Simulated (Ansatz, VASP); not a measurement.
## One calculation of C4N, two programs

```
C N
1.0
     3.92041    0.00000    0.00000
     0.00000    3.92041    0.00000
     0.00000    0.00000    3.92041
C N
4 1
Direct
  0.50000 0.00000 0.00000
  0.00000 0.50000 0.00000
  0.00000 0.00000 0.50000
  0.50000 0.50000 0.50000
  0.00000 0.00000 0.00000
```

Change from the starting cell: species swapped into the Co4N type (Pm-3m, No. 221).

Alike in both runs: task single point; functional PBE; k mesh 4 × 4 × 4; occupations gaussian, width 0.1 eV; collinear spin.

|  | VASP | Ansatz |
| --- | --- | --- |
| version | VASP 6.6.1 | Ansatz 0.2.0 |
| potentials or method | VASP PAW PBE potentials, release 64 (C, N), cutoff 520 eV | scalar-relativistic, plane waves, PAW |
| valence electrons in the cell | 21 | 21 |

Ansatz gave:

| Property | Result |
| --- | --- |
| gap on the k mesh at the Fermi level (eV) | none |
| pressure (GPa) | -27.5 |
| net moment per atom (μB) | 0.00 |

Problem. Estimate VASP's values.

Solution. gap on the k mesh at the Fermi level (eV): none; pressure (GPa): -27.6; net moment per atom (μB): 0.00.

A gap of «none» marks a metal or a gap that the smearing closes. Ansatz's warnings: seeded moment not kept.

The k mesh is coarse, so the values compare programs but aren't converged.
